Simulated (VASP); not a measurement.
Set up this calculation in VASP 6.6.1, as the native input.

```
Task                   : single point
Functional             : PBE
Potentials or basis    : VASP PAW PBE potentials, release 64 (K_sv, Ta_pv, O)
Cutoff                 : 520 eV
k mesh                 : 8 × 8 × 8
Occupations            : gaussian, width 0.05 eV
Spin                   : no spin polarisation
Dipole correction      : no
Further INCAR settings : ALGO = Normal; EDIFF = 1e-07; NBANDS = 27
```

The structure of KTaO3 lies in POSCAR:

```
KTaO3
1.0
    3.7431111446      0.0000000000      0.0000000000
    0.0000000000      4.2128112205      0.0000000000
    0.0000000000      0.0000000000      4.0248506931
K Ta O
1 1 3
Direct
    0.5000000000      0.5000000000      0.5000000000
    0.0000000000      0.0000000000      0.0000000000
    0.5000000000      0.0000000000      0.0000000000
    0.0000000000      0.5000000000      0.0000000000
    0.0000000000      0.0000000000      0.5000000000
```

This cell differs from its parent crystal: normal strain along x -0.0700, normal strain along y +0.0467.

These files were run (other wordings do the same):

INCAR

```
PREC = Accurate ; ENCUT = 520
EDIFF = 1E-7 ; ISMEAR = 0
SIGMA = 0.05 ; LREAL = False
LASPH = True ; NELM = 60
ALGO = Normal ; ISIF = 2
LWAVE = False ; LCHARG = False
GGA = PE ; NBANDS = 27
```

KPOINTS

```
regular mesh
0
Gamma
  8 8 8
```

Potentials or basis: VASP PAW PBE potentials, release 64 (K_sv, Ta_pv, O).

The run is started by

```console
$ cat potpaw_PBE.64/K_sv/POTCAR potpaw_PBE.64/Ta_pv/POTCAR potpaw_PBE.64/O/POTCAR > POTCAR
$ mpirun -np 1 vasp_std > vasp.out
```

It gave:

* Pressure: 10.3 GPa
* Band gap on the k mesh: 1.97 eV (least direct gap 2.46 eV)

Caveat: the cell differs from its parent crystal (normal strain along x -0.0700, normal strain along y +0.0467); the cell stands under pressure; spin-orbit coupling is left out, which moves the levels of the heavy elements.

It took 2.8 min on 1 thread of Intel Xeon 8259CL, with other jobs on the host, peak memory 0.32 GiB.
